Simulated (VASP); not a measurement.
# Re (P6_3/mmc) in VASP: a series of runs

Runs on Re. Level: PBE. Tasks: single point.

All numbers are computed with VASP 6.6.1; they aren't measurements. Logs are shortened: lines on timing, memory, paths and dates and some standing lists are left out, and cuts for length are marked.

**1. The cell of the first run**

The structure is hexagonal, space group P6_3/mmc (No. 194). The conventional cell has a = 2.777 Å, b = 2.777 Å, c = 4.479 Å, α = 90.00°, β = 90.00°, γ = 120.00°. Re (site symmetry -6m2) has 12 Re at 2.75 to 2.78 Å within 3.6 Å.

**2. Single point, PBE**

INCAR

```
PREC     = Accurate       # precision mode
ENCUT    = 520            # plane-wave cutoff, eV
EDIFF    = 1E-6           # SCF threshold, eV
ISMEAR   = -1             # smearing method
SIGMA    = 0.1            # smearing width, eV
LREAL    = False          # projectors in reciprocal space
LASPH    = True           # aspherical terms in the spheres
NELM     = 100            # most SCF steps
ALGO     = Normal         # electronic algorithm
ISIF     = 2              # what is computed and relaxed
LWAVE    = False          # write WAVECAR
LCHARG   = True           # write CHGCAR
GGA      = PE             # functional
LELF     = True           # ELF
LVHAR    = True         
NBANDS   = 14             # bands
```

KPOINTS

```
regular mesh
0
Gamma
  2 2 1
```

POSCAR

```
Re
1.0
    2.7768706464      0.0000000000      0.0000000000
   -1.3884353232      2.4048405228      0.0000000000
    0.0000000000      0.0000000000      4.4788142384
Re
2
Direct
    0.3333333333      0.6666666667      0.2500000000
    0.6666666667      0.3333333333      0.7500000000
```

Potentials or basis: VASP PAW PBE potentials, release 64 (Re).

Launch:

```
> cat potpaw_PBE.64/Re/POTCAR > POTCAR
> mpirun -np 1 vasp_std > vasp.out
```

OUTCAR:

```text
PREC = Accurate
   ENCUT = 520
   EDIFF = 1E-6
   ISMEAR = -1
   LREAL = False
   LASPH = True
   NELM = 100
   ISIF = 2
   GGA = PE

 ion  position               nearest neighbor table
   1  0.333  0.667  0.250-   2 2.75   2 2.75   2 2.75   2 2.75   2 2.75   2 2.75
   2  0.667  0.333  0.750-   1 2.75   1 2.75   1 2.75   1 2.75   1 2.75   1 2.75

  LATTYP: Found a hexagonal cell.
 ALAT       =     2.7768706464
 C/A-ratio  =     1.6128998462

  Lattice vectors:

 A1 = (   2.7768706464,   0.0000000000,   0.0000000000)
 A2 = (  -1.3884353232,   2.4048405228,   0.0000000000)
 A3 = (   0.0000000000,   0.0000000000,   4.4788142384)

Analysis of symmetry for initial positions (statically):
=====================================================================
 Subroutine PRICEL returns:
 Original cell was already a primitive cell.

 Routine SETGRP: Setting up the symmetry group for a
 hexagonal supercell.

 Subroutine GETGRP returns: Found 24 space group operations
 (whereof 12 operations were pure point group operations)
 out of a pool of 24 trial point group operations.

The static configuration has the point symmetry D_3d.
 The point group associated with its full space group is D_6h.

Analysis of symmetry for dynamics (positions and initial velocities):
=====================================================================
 Subroutine PRICEL returns:
 Original cell was already a primitive cell.

 Routine SETGRP: Setting up the symmetry group for a
 hexagonal supercell.

 Subroutine GETGRP returns: Found 24 space group operations
 (whereof 12 operations were pure point group operations)
 out of a pool of 24 trial point group operations.

The dynamic configuration has the point symmetry D_3d.
 The point group associated with its full space group is D_6h.

 Subroutine INISYM returns: Found 24 space group operations
 (whereof 12 operations are pure point group operations),
 and found     1 'primitive' translations

----------------------------------------------------------------------------------------

                                     Primitive cell

  volume of cell :      29.9092

  direct lattice vectors                    reciprocal lattice vectors
     2.776870646  0.000000000  0.000000000     0.360117603  0.207913995  0.000000000
    -1.388435323  2.404840523  0.000000000     0.000000000  0.415827990  0.000000000
     0.000000000  0.000000000  4.478814238     0.000000000  0.000000000  0.223273381

  length of vectors
     2.776870646  2.776870646  4.478814238     0.415827990  0.415827990  0.223273381

  position of ions in fractional coordinates (direct lattice)
     0.333333333  0.666666667  0.250000000
     0.666666667  0.333333333  0.750000000

  ion indices of the primitive-cell ions
   primitive index   ion index
                 1           1
                 2           2

----------------------------------------------------------------------------------------

 KPOINTS: regular mesh

Automatic generation of k-mesh.
 Grid dimensions read from file:
 generate k-points for:    2    2    1

 Generating k-lattice:

  Cartesian coordinates                     Fractional coordinates (reciprocal lattice)
     0.180058801  0.103956997  0.000000000     0.500000000  0.000000000  0.000000000
     0.000000000  0.207913995  0.000000000     0.000000000  0.500000000  0.000000000
     0.000000000  0.000000000  0.223273381     0.000000000  0.000000000  1.000000000

  Length of vectors
     0.207913995  0.207913995  0.223273381

  Shift w.r.t. Gamma in fractional coordinates (k-lattice)
     0.000000000  0.000000000  0.000000000

 Subroutine IBZKPT returns following result:
 ===========================================

 Found      2 irreducible k-points:

 Following reciprocal coordinates:
            Coordinates               Weight
  0.000000  0.000000  0.000000      1.000000
  0.500000  0.000000  0.000000      3.000000
   k-points           NKPTS =      2   k-points in BZ     NKDIM =      2   number of bands    NBANDS=     14
   number of dos      NEDOS =    301   number of ions     NIONS =      2
   total plane-waves  NPLWV =  20736
   dimension x,y,z NGX =    24 NGY =   24 NGZ =   36
   dimension x,y,z NGXF=    48 NGYF=   48 NGZF=   72
   ions per type =               2
   NGX,Y,Z   is equivalent  to a cutoff of  14.37, 14.37, 13.36 a.u.
   NGXF,Y,Z  is equivalent  to a cutoff of  28.74, 28.74, 26.73 a.u.
 SYSTEM =  unknown system
   PREC   = accura    normal or accurate (medium, high low for compatibility)
   ISTART =      0    job   : 0-new  1-cont  2-samecut
   ICHARG =      2    charge: 1-file 2-atom 10-const
   ISPIN  =      1    spin polarized calculation?
   LNONCOLLINEAR =      F non collinear calculations
   LSORBIT =      F    spin-orbit coupling
   LASPH  =      T    aspherical Exc in radial PAW
   ENCUT  =  520.0 eV  38.22 Ry    6.18 a.u.   5.16  5.16  8.33*2*pi/ulx,y,z
   NELM   =    100;   NELMIN=  2; NELMDL= -5     # of ELM steps
   EDIFF  = 0.1E-05   stopping-criterion for ELM
   LREAL  =      F    real-space projection
   EDIFFG = 0.1E-04   stopping-criterion for IOM
   NSW    =      0    number of steps for IOM
   IBRION =     -1    ionic relax: 0-MD 1-quasi-New 2-CG
   NFREE  =      0    steps in history (QN), initial steepest desc. (CG)
   ISIF   =      2    stress and relaxation
   ISYM   =      2    0-nonsym 1-usesym 2-fastsym
   POTIM  = 0.5000    time-step for ionic-motion
   TEBEG  =    0.0;   TEEND  =   0.0 temperature during run
   PSTRESS=    0.0 pullay stress
   NELECT =      14.0000    total number of electrons
   NUPDOWN=      -1.0000    fix difference up-down
   EMIN   =  10.00;   EMAX   =-10.00  energy-range for DOS
   EFERMI =   0.00;   METHOD = LEGACY
   ISMEAR =    -1;   SIGMA  =   0.10  broadening in eV -4-tet -1-fermi 0-gaus
   EFERMI_NEDOS =   21; number of points for ismear=-14 and -15
   IALGO  =     38    algorithm
   IMIX   =      4    mixing-type and parameters
     AMIX     =   0.40;   BMIX     =  1.00
     AMIX_MAG =   1.60;   BMIX_MAG =  1.00
  volume/ion in A,a.u.               =      14.95       100.92
  Fermi-wavevector in a.u.,A,eV,Ry     =   1.271108  2.402046 21.983151  1.615716
  Thomas-Fermi vector in A             =   2.404059
   LORBIT       =      0    0 simple, 1 ext, 2 COOP (PROOUT), +10 PAW based schemes
   GGA     = PE    functional components
   LHFCALC =     F    Hartree Fock is set to
   AEXX    =    0.0000 exact exchange contribution
   IVDW    =     0    specifies the selected vdW correction
   LEPSILON=     F    determine dielectric tensor
   LRPA    =     F    only Hartree local field effects (RPA)
 non-spin polarized calculation
  energy-cutoff  :      520.00
  volume of cell :       29.91
 maximum number of plane-waves:       810
 NGX is ok and might be reduce to    24
   NGX = 11   NGY = 11   NGZ = 17

 number of electron      14.0000000 magnetization

 Free energy of the ion-electron system (eV)
  ---------------------------------------------------
  ext. energy  EPLUGINS =         0.00000000
  ---------------------------------------------------
  free energy    TOTEN  =       -25.06792805 eV

  energy without entropy =      -25.04625646  energy(sigma->0) =      -25.05709225

 E-fermi :   7.6690     XC(G=0): -13.6061

 val. band max:        7.2391188577   @ k =   0.5000   0.0000   0.0000
 cond. band min:       8.0562651361   @ k =   0.0000   0.0000   0.0000
 fundamental gap:      0.8171462784
 Fermi energy:         7.6690123792

 k-point     1 :       0.0000    0.0000    0.0000
  band No.  band energies     occupation
      1      -2.0816      2.00000
      2       1.1627      2.00000
      3       6.1308      2.00000
      4       6.1308      2.00000
      5       6.3454      2.00000
      6       6.9532      1.99844
      7       6.9532      1.99844
      8       8.0563      0.04076
      9       8.0563      0.04076
     10       8.3576      0.00204
     11      11.1701      0.00000
     12      11.1701      0.00000
     13      17.6912      0.00000
     14      21.6862      0.00000

 k-point     2 :       0.5000    0.0000    0.0000
  band No.  band energies     occupation
      1       1.8169      2.00000
      2       1.9480      2.00000
      3       2.6697      2.00000
      4       5.9582      2.00000
      5       6.0227      2.00000
      6       6.4915      1.99998
      7       7.2391      1.97320
      8      11.5914      0.00000
      9      12.1112      0.00000
     10      12.1595      0.00000
     11      13.7267      0.00000
     12      14.6403      0.00000
     13      17.6698      0.00000
     14      19.9764      0.00000

------------------------ aborting loop because EDIFF is reached ----------------------------------------

  FORCE on cell =-STRESS in cart. coord.  units (eV):
  Direction    XX          YY          ZZ          XY          YZ          ZX
  --------------------------------------------------------------------------------------
  -------------------------------------------------------------------------------------
  Total       -7.1164422     -7.1164422     11.1569571      0.0000000      0.0000000      0.0000000
  in kB     -381.2137260   -381.2137260    597.6561112      0.0000000      0.0000000      0.0000000
  external PRESSURE =     -54.9237803 kB  Pullay stress =       0.0000000 kB

 VOLUME and BASIS-vectors are now :
 -----------------------------------------------------------------------------
  energy-cutoff  :      520.00
  volume of cell :       29.91
      direct lattice vectors                 reciprocal lattice vectors
     2.776870646  0.000000000  0.000000000     0.360117603  0.207913995  0.000000000
    -1.388435323  2.404840523  0.000000000     0.000000000  0.415827990  0.000000000
     0.000000000  0.000000000  4.478814238     0.000000000  0.000000000  0.223273381

 POSITION                                       TOTAL-FORCE (eV/Angst)
 -----------------------------------------------------------------------------------
     -0.00000      1.60323      1.11970         0.000000      0.000000      0.000000
      1.38844      0.80161      3.35911         0.000000     -0.000000      0.000000
 -----------------------------------------------------------------------------------
    total drift:                               -0.000000      0.000000     -0.000000

  FREE ENERGIE OF THE ION-ELECTRON SYSTEM (eV)
  ---------------------------------------------------
  free  energy   TOTEN  =       -25.0679280505 eV

  energy  without entropy=      -25.0462564578  energy(sigma->0) =      -25.05709225
```

It took 3.5 s on 1 thread of Intel Xeon Platinum 8375C at 2.90GHz (Ice Lake), shared host; peak memory 0.15 GiB.

The run converged, but its numbers aren't listed here, since they failed a check.

Caveat: the k points lie up to 1.40 Å⁻¹ apart; the mesh shows a gap though the element is a metal; spin-orbit coupling is left out, which moves the levels of the heavy elements.

**3. Single point, PBE**

INCAR

```
SYSTEM = Re
ALGO = Normal
EDIFF = 1E-6
ENCUT = 520
GGA = PE
ISIF = 2
ISMEAR = -1
LASPH = .True.
LCHARG = .False.
LREAL = .False.
LWAVE = .False.
NBANDS = 14
NELM = 80
PREC = Accurate
SIGMA = 0.1
```

KPOINTS

```
k-points
0
Gamma
  3 3 2
  0 0 0
```

POSCAR is that of step 2.

Potentials or basis: VASP PAW PBE potentials, release 64 (Re).

Launch:

```
> cat potpaw_PBE.64/Re/POTCAR > POTCAR
> mpirun -np 1 vasp_std > vasp.out
```

Wall time 5 s (1 thread of Intel Xeon Platinum 8375C at 2.90GHz (Ice Lake), shared host); peak memory 0.14 GiB.

The run converged. Its results:

- Free energy: -24.1617 eV
- Pressure: 8.5 GPa
- Band gap on the k mesh: zero (band 7 reaches 7.92 eV, above the bottom of band 8 at 6.00 eV)

Stress tensor (GPa, compression positive):
```
 7.51  0.00  0.00
 0.00  7.51  0.00
 0.00  0.00 10.61
```

Levels at points of the mesh, in eV from the Fermi level:
```csv
k point,band 5,band 6,band 7,band 8,band 9,band 10
"(0.00, 0.00, 0.00)",-1.68,-0.88,-0.88,0.01,0.01,0.46
"(0.00, 0.00, 0.50)",-1.83,-1.83,-1.83,-1.83,2.32,2.32
```

Caveat: the k points lie up to 0.87 Å⁻¹ apart; spin-orbit coupling is left out, which moves the levels of the heavy elements.

(Part 1 of 2 ends here.)
